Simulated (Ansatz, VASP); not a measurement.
# One calculation of CO2, two programs

File POSCAR:

```
CO2
1.0
   10.9946670000      0.0000000000      0.0000000000
    0.0000000000      3.7668170000      0.0000000000
    0.0000000000      0.0000000000      5.5832640000
C O
4 8
Direct
    0.6637600000      0.2372820000      0.1022770000
    0.3362400000      0.7627180000      0.6022770000
    0.8362400000      0.7372820000      0.6022770000
    0.1637600000      0.2627180000      0.1022770000
    0.5654210000      0.3277110000      0.0486220000
    0.4345790000      0.6722890000      0.5486220000
    0.9345790000      0.8277110000      0.5486220000
    0.0654210000      0.1722890000      0.0486220000
    0.7625500000      0.1467420000      0.1571000000
    0.2374500000      0.8532580000      0.6571000000
    0.7374500000      0.6467420000      0.6571000000
    0.2625500000      0.3532580000      0.1571000000
```

File INCAR.step1:

```
SYSTEM = CO2
ALGO = Normal
EDIFF = 1E-4
ENCUT = 520
GGA = PE
ISMEAR = 0
LASPH = .True.
LCHARG = .False.
LREAL = .False.
LWAVE = .True.
NBANDS = 44
NELM = 60
PREC = Accurate
SIGMA = 0.01
```

The input INCAR.step2:

```
SYSTEM = CO2
ALGO = Normal
EDIFF = 1E-6
ENCUT = 520
ISIF = 2
ISMEAR = 0
ISTART = 1
LASPH = .True.
LCHARG = .False.
LMIXTAU = .True.
LREAL = .False.
LWAVE = .False.
METAGGA = R2SCAN
NBANDS = 44
NELM = 60
PREC = Accurate
SIGMA = 0.01
```

KPOINTS

```
k-points
0
Gamma
  2 5 3
  0 0 0
```

Input for Ansatz:

```yaml
crystal:
  lattice:
    - [10.994667, 0.0, 0.0]
    - [0.0, 3.766817, 0.0]
    - [0.0, 0.0, 5.583264]
  atoms:
    - { symbol: C, position: [0.66376, 0.237282, 0.102277] }
    - { symbol: C, position: [0.33624, 0.762718, 0.602277] }
    - { symbol: C, position: [0.83624, 0.737282, 0.602277] }
    - { symbol: C, position: [0.16376, 0.262718, 0.102277] }
    - { symbol: O, position: [0.565421, 0.327711, 0.048622000000000005] }
    - { symbol: O, position: [0.43457900000000005, 0.672289, 0.548622] }
    - { symbol: O, position: [0.9345790000000002, 0.827711, 0.548622] }
    - { symbol: O, position: [0.065421, 0.172289, 0.048622000000000005] }
    - { symbol: O, position: [0.76255, 0.146742, 0.1571] }
    - { symbol: O, position: [0.23744999999999997, 0.853258, 0.6571] }
    - { symbol: O, position: [0.73745, 0.646742, 0.6571] }
    - { symbol: O, position: [0.26255, 0.353258, 0.1571] }
kpoints:
  mp_grid:
    grid: [2, 5, 3]
    shift: [0.0, 0.0, 0.0]
hamiltonian:
  xc: r2scan
  pseudopotentials:
    kind: paw
scf:
  occupations:
    method: fixed
output:
  write_density: true
  write_potential: true
  volumetric_format: [xsf, npy]
  dos:
    de: 0.1
  stress: true
```

Alike in both runs: task single point; functional r2SCAN; k mesh 2 × 5 × 3; no spin polarisation.

```csv
,VASP,Ansatz
version,VASP 6.6.1,Ansatz 0.2.0
potentials or method,"VASP PAW PBE potentials, release 64 (C, O)","plane waves, PAW"
plane-wave cutoff (eV),520,500
occupations,"gaussian, width 0.01 eV",fixed
valence electrons in the cell,64,64
```

```tsv
	VASP	Ansatz	Ansatz less VASP
gap on the k mesh at the Fermi level (eV)	7.15	7.17	+0.020
pressure (GPa)	-2.1	-3.5	-1.34
traceless stress, the component that is largest in VASP (GPa)	-2.35	-4.75	-2.399
```

VASP's potentials were made for PBE, not for r2SCAN.

Noted on VASP's run: the standard files for N, O and F lose accuracy on very short bonds.
